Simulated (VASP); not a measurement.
## PbSe: single point with PBEsol

PbSe:

```
CELL_PARAMETERS angstrom
0.08096 3.07115 2.96912
3.13610 -0.00432 3.05440
3.12453 3.14486 0.00726
ATOMIC_POSITIONS crystal
Pb 0.99220 0.00088 0.98131
Se 0.50780 0.49912 0.51869
```

This cell differs from its parent crystal: atoms moved at random and the cell strained at random.

```json
{
 "Program": "VASP 6.6.1",
 "Task": "single point",
 "Functional": "PBEsol",
 "Potentials or basis": "VASP PAW PBE potentials, release 64 (Pb_d, Se)",
 "Cutoff": "520 eV",
 "k mesh": "10 × 10 × 10",
 "Occupations": "gaussian, width 0.05 eV",
 "Spin": "no spin polarisation",
 "Dipole correction": "no",
 "Further INCAR settings": "ALGO = Normal; EDIFF = 1e-06; NBANDS = 17"
}
```

```
Pressure               : -0.2 GPa
Largest force          : 0.099 eV/Å
Band gap on the k mesh : 0.07 eV, indirect (least direct gap 0.26 eV)
```

Forces in eV/Å, atoms in the order of the input:
```
Pb   0.045  0.067  0.057
Se  -0.045 -0.067 -0.057
```

Stress tensor (GPa, compression positive):
```
-1.15 -0.16 -0.45
-0.16 -1.30  0.45
-0.45  0.45  1.73
```

Levels at points of the mesh, in eV from the valence-band top:
| k point | band 8 | band 9 | band 10 | band 11 | band 12 | band 13 |
| --- | --- | --- | --- | --- | --- | --- |
| (0.00, 0.00, 0.00) | -2.17 | -1.91 | -1.75 | 4.18 | 4.35 | 4.71 |
| (0.50, 0.00, 0.00) | -1.80 | -1.71 | -0.32 | 0.07 | 1.45 | 1.59 |
| (0.00, 0.50, 0.00) | -1.69 | -1.52 | 0.00 | 0.26 | 1.69 | 1.98 |
| (0.50, 0.50, 0.00) | -5.09 | -3.36 | -3.27 | 3.16 | 5.31 | 5.68 |
| (0.00, 0.00, 0.50) | -1.66 | -1.52 | -0.31 | 0.41 | 1.66 | 1.81 |
| (0.50, 0.00, 0.50) | -4.90 | -3.45 | -3.07 | 3.48 | 5.25 | 5.69 |
| (0.00, 0.50, 0.50) | -4.98 | -3.49 | -3.05 | 3.36 | 5.19 | 5.73 |
| (0.50, 0.50, 0.50) | -1.68 | -1.46 | -0.41 | 0.53 | 1.66 | 1.78 |

It took 4.1 min on 1 thread of AMD EPYC 9R45 96-Core Processor (Zen 5), on a shared host, peak memory 0.57 GiB.

Caveat: the cell differs from its parent crystal (atoms moved at random and the cell strained at random); the PAW data sets were made with another functional, which shifts forces and pressure a little; spin-orbit coupling is left out, which moves the levels of the heavy elements. A k mesh can miss the band edges.
